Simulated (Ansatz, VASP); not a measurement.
## TiO2: VASP beside Ansatz

File INCAR:

```
PREC = Accurate
ENCUT = 520
EDIFF = 1E-6
ISMEAR = -1
SIGMA = 0.05
LREAL = F
LASPH = T
NELM = 100
ALGO = Normal
ISIF = 2
LWAVE = F
LCHARG = F
GGA = PS
NBANDS = 33
```

KPOINTS

```
regular mesh
0
Gamma
  6 6 9
```

POSCAR

```
TiO2
1.0
    4.5998373239      0.0000000000      0.0000000000
    0.0000000000      4.5998373239      0.0000000000
    0.0000000000      0.0000000000      2.9592135600
Ti O
2 4
Direct
    0.0000000000      0.0000000000      0.5000000000
    0.5000000000      0.5000000000      0.0000000000
    0.3043213200      0.3043213200      0.5000000000
    0.1956786800      0.8043213200      0.0000000000
    0.8043213200      0.1956786800      0.0000000000
    0.6956786800      0.6956786800      0.5000000000
```

Contents of input.yaml:

```yaml
crystal:
  lattice:
    - [4.5998373239, 0.0, 0.0]
    - [0.0, 4.5998373239, 0.0]
    - [0.0, 0.0, 2.95921356]
  atoms:
    - { symbol: Ti, position: [0.0, 0.0, 0.5] }
    - { symbol: Ti, position: [0.5, 0.5, 0.0] }
    - { symbol: O, position: [0.30432132, 0.30432132, 0.5] }
    - { symbol: O, position: [0.19567868, 0.80432132, 0.0] }
    - { symbol: O, position: [0.80432132, 0.19567868, 0.0] }
    - { symbol: O, position: [0.69567868, 0.69567868, 0.5] }
hamiltonian:
  xc: pbesol
  pseudopotentials: { kind: paw }
kpoints:
  mp_grid: { grid: [6, 6, 9] }
scf:
  occupations: { method: fermi_dirac, width: 0.05 }
  n_extra_bands: 15
output:
  forces: true
  stress: true
  eigenvalues: true
  dos: { projected: true, de: 0.05, nscf_kmesh: { grid: [9, 9, 14] } }
```

Alike in both runs: functional PBEsol; k mesh 6 × 6 × 9; occupations fermi-dirac, width 0.05 eV; no spin polarisation.

```csv
,VASP,Ansatz
version,VASP 6.6.1,Ansatz 0.2.0
potentials or method,"VASP PAW PBE potentials, release 64 (Ti_sv, O)",Ansatz PAW
plane-wave cutoff (eV),520,420
valence electrons in the cell,48,48
task,single point,projected density of states
```

```csv
,VASP,Ansatz,Ansatz less VASP
gap on the k mesh at the Fermi level (eV),1.80,1.83,+0.027
least direct gap on the mesh (eV),1.80,1.83,+0.027
pressure (GPa),-2.2,-2.8,-0.64
"traceless stress, the component that is largest in VASP (GPa)",-1.15,-1.34,-0.193
rms of the force components (eV/Å),0.022,0.033,+0.0107
```

VASP's potentials were made for PBE, not for PBEsol. Atom by atom the forces differ by 0.011 eV/Å (rms over components).

Noted on Ansatz's run: odd divisions of the mesh miss points on the zone boundary, where band edges often lie, so the gap on the mesh can be too wide.
